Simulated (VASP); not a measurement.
# NaI (Fm-3m) in VASP: G0W0 quasiparticle levels with PBE

Aim: the G0W0 quasiparticle levels of NaI with PBE.

All numbers are computed with VASP 6.6.1; they aren't measurements. Logs are shortened: lines on timing, memory, paths and dates and some standing lists are left out, and cuts for length are marked.

**1. The cell of the first run**

The structure is cubic, space group Fm-3m (No. 225). Conventional cell: a = 6.589 Å, b = 6.589 Å, c = 6.589 Å, α = 90.00°, β = 90.00°, γ = 90.00°. Na (site symmetry m-3m) has 6 I at 3.29 Å within 4.3 Å. Within 4.3 Å of I (site symmetry m-3m) lie 6 Na at 3.29 Å.

**2. G0W0 quasiparticle levels, PBE**

The input, POSCAR:

```
NaI
1.0
    0.0000000000      3.2943149217      3.2943149217
    3.2943149217      0.0000000000      3.2943149217
    3.2943149217      3.2943149217      0.0000000000
Na I
1 1
Direct
    0.0000000000      0.0000000000      0.0000000000
    0.5000000000      0.5000000000      0.5000000000
```

The input, INCAR.step1:

```
PREC = Accurate ; ENCUT = 500
EDIFF = 1E-8 ; ISMEAR = 0
SIGMA = 0.01 ; LREAL = F
LASPH = T ; NELM = 100
ALGO = Normal ; LWAVE = T
LCHARG = F ; GGA = PE
```

The input, INCAR.step2:

```
PREC = Accurate ; ENCUT = 500
EDIFF = 1E-8 ; ISMEAR = 0
SIGMA = 0.01 ; LREAL = F
LASPH = T ; NELM = 1
ALGO = Exact ; LWAVE = T
LCHARG = F ; GGA = PE
NBANDS = 306 ; LOPTICS = T
ISTART = 1
```

The input, INCAR.step3:

```
PREC = Accurate ; ENCUT = 500
EDIFF = 1E-8 ; ISMEAR = 0
SIGMA = 0.01 ; LREAL = F
LASPH = T ; ALGO = EVGW0
LWAVE = F ; LCHARG = F
GGA = PE ; NELMGW = 1
NBANDS = 306 ; ENCUTGW = 150.0
NOMEGA = 96 ; PRECFOCK = Fast
ISTART = 1 ; NBANDSGW = 16
OMEGAMAX = 20
```

The input, KPOINTS:

```
regular mesh
0
Gamma
  4 4 4
```

Potentials or basis: VASP PAW PBE potentials, release 64 (Na_sv_GW, I_GW).

Run with:

```
> cat potpaw_PBE.64/Na_sv_GW/POTCAR potpaw_PBE.64/I_GW/POTCAR > POTCAR
> cp INCAR.step1 INCAR
> mpirun -np 1 vasp_std > vasp.out
> cp INCAR.step2 INCAR
> mpirun -np 1 vasp_std > vasp.out
> cp INCAR.step3 INCAR
> mpirun -np 1 vasp_std > vasp.out
```

OUTCAR:

```text
PREC = Accurate
   ENCUT = 500
   EDIFF = 1E-8
   ISMEAR = 0
   LREAL = F
   LASPH = T
   GGA = PE
   NELMGW = 1
   ENCUTGW = 150.0
   PRECFOCK = Fast
   ISTART = 1

 ion  position               nearest neighbor table
   1  0.000  0.000  0.000-
   2  0.500  0.500  0.500-

  LATTYP: Found a face centered cubic cell.
 ALAT       =     6.5886298434

  Lattice vectors:

 A1 = (   0.0000000000,   3.2943149217,   3.2943149217)
 A2 = (   3.2943149217,   0.0000000000,   3.2943149217)
 A3 = (   3.2943149217,   3.2943149217,   0.0000000000)

Analysis of symmetry for initial positions (statically):
=====================================================================
 Subroutine PRICEL returns:
 Original cell was already a primitive cell.

 Routine SETGRP: Setting up the symmetry group for a
 face centered cubic supercell.

 Subroutine GETGRP returns: Found 48 space group operations
 (whereof 48 operations were pure point group operations)
 out of a pool of 48 trial point group operations.

The static configuration has the point symmetry O_h .

Analysis of symmetry for dynamics (positions and initial velocities):
=====================================================================
 Subroutine PRICEL returns:
 Original cell was already a primitive cell.

 Routine SETGRP: Setting up the symmetry group for a
 face centered cubic supercell.

 Subroutine GETGRP returns: Found 48 space group operations
 (whereof 48 operations were pure point group operations)
 out of a pool of 48 trial point group operations.

The dynamic configuration has the point symmetry O_h .

 Subroutine INISYM returns: Found 48 space group operations
 (whereof 48 operations are pure point group operations),
 and found     1 'primitive' translations

----------------------------------------------------------------------------------------

                                     Primitive cell

  volume of cell :      71.5032

  direct lattice vectors                    reciprocal lattice vectors
     0.000000000  3.294314922  3.294314922    -0.151776625  0.151776625  0.151776625
     3.294314922  0.000000000  3.294314922     0.151776625 -0.151776625  0.151776625
     3.294314922  3.294314922  0.000000000     0.151776625  0.151776625 -0.151776625

  length of vectors
     4.658864841  4.658864841  4.658864841     0.262884826  0.262884826  0.262884826

  position of ions in fractional coordinates (direct lattice)
     0.000000000  0.000000000  0.000000000
     0.500000000  0.500000000  0.500000000

  ion indices of the primitive-cell ions
   primitive index   ion index
                 1           1
                 2           2

----------------------------------------------------------------------------------------

 KPOINTS: regular mesh

Automatic generation of k-mesh.
 Grid dimensions read from file:
 generate k-points for:    4    4    4

 Generating k-lattice:

  Cartesian coordinates                     Fractional coordinates (reciprocal lattice)
    -0.037944156  0.037944156  0.037944156     0.250000000  0.000000000  0.000000000
     0.037944156 -0.037944156  0.037944156     0.000000000  0.250000000  0.000000000
     0.037944156  0.037944156 -0.037944156     0.000000000  0.000000000  0.250000000

  Length of vectors
     0.065721206  0.065721206  0.065721206

  Shift w.r.t. Gamma in fractional coordinates (k-lattice)
     0.000000000  0.000000000  0.000000000

 Subroutine IBZKPT returns following result:
 ===========================================

 Found      8 irreducible k-points:

 Following reciprocal coordinates:
            Coordinates               Weight
  0.000000  0.000000  0.000000      1.000000
  0.250000  0.000000  0.000000      8.000000
  0.500000  0.000000  0.000000      4.000000
  0.250000  0.250000  0.000000      6.000000
  0.500000  0.250000  0.000000     24.000000
 -0.250000  0.250000  0.000000     12.000000
  0.500000  0.500000  0.000000      3.000000
 -0.250000  0.500000  0.250000      6.000000
   k-points           NKPTS =      8   k-points in BZ     NKDIM =     64   number of bands    NBANDS=    306
   number of dos      NEDOS =    301   number of ions     NIONS =      2
   total plane-waves  NPLWV =  46656
   dimension x,y,z NGX =    36 NGY =   36 NGZ =   36
   dimension x,y,z NGXF=    72 NGYF=   72 NGZF=   72
   ions per type =               1   1
   NGX,Y,Z   is equivalent  to a cutoff of  12.85, 12.85, 12.85 a.u.
   NGXF,Y,Z  is equivalent  to a cutoff of  25.69, 25.69, 25.69 a.u.
 SYSTEM =  unknown system
   PREC   = accura    normal or accurate (medium, high low for compatibility)
   ISTART =      1    job   : 0-new  1-cont  2-samecut
   ICHARG =      0    charge: 1-file 2-atom 10-const
   ISPIN  =      1    spin polarized calculation?
   LNONCOLLINEAR =      F non collinear calculations
   LSORBIT =      F    spin-orbit coupling
   LASPH  =      T    aspherical Exc in radial PAW
   ENCUT  =  500.0 eV  36.75 Ry    6.06 a.u.   8.49  8.49  8.49*2*pi/ulx,y,z
   NELM   =     60;   NELMIN=  2; NELMDL=  0     # of ELM steps
   EDIFF  = 0.1E-07   stopping-criterion for ELM
   LREAL  =      F    real-space projection
   EDIFFG = 0.1E-06   stopping-criterion for IOM
   NSW    =      0    number of steps for IOM
   IBRION =     -1    ionic relax: 0-MD 1-quasi-New 2-CG
   NFREE  =      0    steps in history (QN), initial steepest desc. (CG)
   ISIF   =      0    stress and relaxation
   ISYM   =      3    0-nonsym 1-usesym 2-fastsym
   POTIM  = 0.5000    time-step for ionic-motion
   TEBEG  =    0.0;   TEEND  =   0.0 temperature during run
   PSTRESS=    0.0 pullay stress
   NELECT =      16.0000    total number of electrons
   NUPDOWN=      -1.0000    fix difference up-down
   EMIN   =  10.00;   EMAX   =-10.00  energy-range for DOS
   EFERMI =   0.00;   METHOD = LEGACY
   ISMEAR =     0;   SIGMA  =   0.01  broadening in eV -4-tet -1-fermi 0-gaus
   EFERMI_NEDOS =   21; number of points for ismear=-14 and -15
   IALGO  =     38    algorithm
   IMIX   =      4    mixing-type and parameters
     AMIX     =   0.40;   BMIX     =  1.00
     AMIX_MAG =   1.60;   BMIX_MAG =  1.00
  volume/ion in A,a.u.               =      35.75       241.26
  Fermi-wavevector in a.u.,A,eV,Ry     =   0.993893  1.878186 13.440157  0.987824
  Thomas-Fermi vector in A             =   2.125807
   LORBIT       =      0    0 simple, 1 ext, 2 COOP (PROOUT), +10 PAW based schemes
   GGA     = PE    functional components
   LHFCALC =     T    Hartree Fock is set to
   PRECFOCK=fast      Normal, Fast or Accurate (Low or Medium for compatibility)
   ENCUT4O =  -1.0   cutoff for four orbital integrals eV
   NKREDX  =     1    reduce k-point grid by
   NKREDY  =     1    reduce k-point grid by
   NKREDZ  =     1    reduce k-point grid by
   AEXX    =    1.0000 exact exchange contribution
   HFSCREEN=    0.0000 screening length (either q_TF or 0.3 A-1)
   HFSCREENC=   0.0000 screening length for correlation (either q_TF or 0.3 A-1)
   ENCUTFOCK=  -1.0 apply spherical cutoff to Coloumb kernel
   IVDW    =     0    specifies the selected vdW correction
   LEPSILON=     F    determine dielectric tensor
   LRPA    =     F    only Hartree local field effects (RPA)
   LRPAFORCE           =     F    calculate RPA forces
   ENCUTGW             = 150.0    cutoff for response function in eV
   ENCUTGWSOFT         = 120.0    soft cutoff for Coulomb kernel in GW response function in eV
   ENCUTLF             =  -1.0    cutoff for local field effects
   NELMGW              =     1    number of iterations in solving QP/BSE equation
   NELMHF              =     1    number of iterations in the inner HF iteration
   NKREDLFX            =     1    NKREDLFY  =   1   NKREDLFZ  =   1
 non-spin polarized calculation
 Gauss-broadening in eV      SIGMA  =   0.01
  energy-cutoff  :      500.00
  volume of cell :       71.50
 maximum number of plane-waves:      1837
 NGX is ok and might be reduce to    36
  NGX = 18; NGY = 18; NGZ = 18
   NGX = 17   NGY = 17   NGZ = 17
 maximum number of plane-waves:       308

 QP shifts <psi_nk| G(iteration)W_0 |psi_nk>: iteration 1
 for sc-GW calculations column KS-energies equals QP-energies in previous step
 and V_xc(KS)=  KS-energies - (<T + V_ion + V_H > + <T+V_H+V_ion>^1  + <V_x>^1)

 k-point   1 :       0.0000    0.0000    0.0000
  band No.  KS-energies  QP-energies   sigma(KS)   V_xc(KS)     V^pw_x(r,r')   Z            occupation Imag(sigma)

      1     -50.1465     -58.5630     -40.7802     -29.2789     -49.1294       0.7318       2.0000       0.2087
      2     -22.0833     -27.3504     -35.1798     -28.3172     -41.3419       0.7675       2.0000       0.0585
      3     -22.0833     -27.3504     -35.1798     -28.3172     -41.3419       0.7675       2.0000       0.0585
      4     -22.0833     -27.3504     -35.1798     -28.3172     -41.3419       0.7675       2.0000       0.0585
      5     -10.4604     -11.7616     -13.6891     -11.9724     -18.9118       0.7580       2.0000       1.3183
      6       0.4267      -1.1340     -13.2072     -11.2170     -14.2500       0.7842       2.0000       0.0359
[... 8 lines left out ...]
     15      10.8193      10.9853      -5.0562      -5.2719      -1.1367       0.7697       0.0000      -0.1254
     16      11.7147      12.2658      -6.7548      -7.4809      -2.5266       0.7590       0.0000      -0.1787

 k-point   2 :       0.2500    0.0000    0.0000
  band No.  KS-energies  QP-energies   sigma(KS)   V_xc(KS)     V^pw_x(r,r')   Z            occupation Imag(sigma)

      1     -50.1465     -58.5769     -40.7801     -29.2790     -49.1292       0.7330       2.0000       0.2086
      2     -22.0840     -27.3473     -35.1765     -28.3139     -41.3381       0.7669       2.0000       0.0597
      3     -22.0840     -27.3473     -35.1765     -28.3139     -41.3381       0.7669       2.0000       0.0597
      4     -22.0840     -27.3473     -35.1765     -28.3139     -41.3381       0.7669       2.0000       0.0597
      5     -10.3323     -11.5848     -13.7521     -12.1104     -18.9709       0.7629       2.0000       1.3117
      6      -0.7554      -2.3734     -12.1227     -10.0249     -13.3961       0.7713       2.0000       0.0465
[... 8 lines left out ...]
     15      10.6692      11.1754      -6.1919      -6.8569      -2.1130       0.7612       0.0000      -0.1387
     16      13.8434      14.1285      -5.8718      -6.2412      -1.5417       0.7720       0.0000      -0.3192

 k-point   3 :       0.5000    0.0000    0.0000
  band No.  KS-energies  QP-energies   sigma(KS)   V_xc(KS)     V^pw_x(r,r')   Z            occupation Imag(sigma)

      1     -50.1464     -58.6022     -40.7793     -29.2792     -49.1285       0.7353       2.0000       0.2085
      2     -22.0869     -27.3040     -35.1658     -28.2993     -41.3253       0.7598       2.0000       0.0648
      3     -22.0835     -27.3484     -35.1764     -28.3162     -41.3383       0.7675       2.0000       0.0590
      4     -22.0835     -27.3484     -35.1764     -28.3162     -41.3383       0.7675       2.0000       0.0590
      5     -10.1950     -11.4041     -13.8304     -12.2689     -19.0413       0.7743       2.0000       1.2911
      6      -1.5698      -3.2760     -11.7311      -9.4932     -13.2847       0.7624       2.0000       0.0611
[... 74 lines left out ...]
      1     -50.1463     -58.6471     -40.7783     -29.2793     -49.1275       0.7393       2.0000       0.2084
      2     -22.0848     -27.3277     -35.1714     -28.3095     -41.3328       0.7641       2.0000       0.0589
      3     -22.0848     -27.3277     -35.1714     -28.3095     -41.3328       0.7641       2.0000       0.0589
      4     -22.0848     -27.3277     -35.1714     -28.3095     -41.3328       0.7641       2.0000       0.0589
      5     -10.1284     -11.3017     -13.8189     -12.3101     -19.0313       0.7777       2.0000       1.2822
      6      -1.3085      -3.0160     -11.9843      -9.7394     -13.5022       0.7606       2.0000       0.0578
[... 8 lines left out ...]
     15      13.5977      14.3352      -6.8085      -7.7513      -2.4531       0.7823       0.0000      -0.3247
     16      13.6091      14.3166      -7.7924      -8.7170      -3.3919       0.7651       0.0000      -0.2541

 k-point   8 :      -0.2500    0.5000    0.2500
  band No.  KS-energies  QP-energies   sigma(KS)   V_xc(KS)     V^pw_x(r,r')   Z            occupation Imag(sigma)

      1     -50.1464     -58.6424     -40.7788     -29.2792     -49.1280       0.7388       2.0000       0.2084
      2     -22.0850     -27.3001     -35.1711     -28.3092     -41.3323       0.7600       2.0000       0.0596
      3     -22.0850     -27.3001     -35.1711     -28.3092     -41.3323       0.7600       2.0000       0.0596
      4     -22.0850     -27.3001     -35.1711     -28.3092     -41.3323       0.7600       2.0000       0.0596
      5     -10.1218     -11.2827     -13.8369     -12.3269     -19.0465       0.7689       2.0000       1.2711
      6      -0.8497      -2.5213     -12.2275     -10.0517     -13.5989       0.7683       2.0000       0.0498
[... 8 lines left out ...]
     15      12.8781      13.6060      -7.1954      -8.1418      -2.9080       0.7692       0.0000      -0.2328
     16      13.7050      14.4516      -7.9383      -8.9163      -3.5206       0.7635       0.0000      -0.2474
```

Wall time 8.4 min (1 thread of Intel Xeon Platinum 8488C (Sapphire Rapids), shared host); peak memory 1.1 GiB.

Results:

- Quasiparticle gap: 5.60 eV
- Least direct quasiparticle gap: 5.60 eV
- Band gap of the starting levels on the mesh: 3.50 eV
- Least direct gap of the starting levels on the mesh: 3.50 eV

Caveat: the k points lie up to 0.41 Å⁻¹ apart; bands, screening cutoff and mesh are small and nothing is extrapolated, so the quasiparticle values aren't converged; spin-orbit coupling is left out, which moves the levels of the heavy elements.
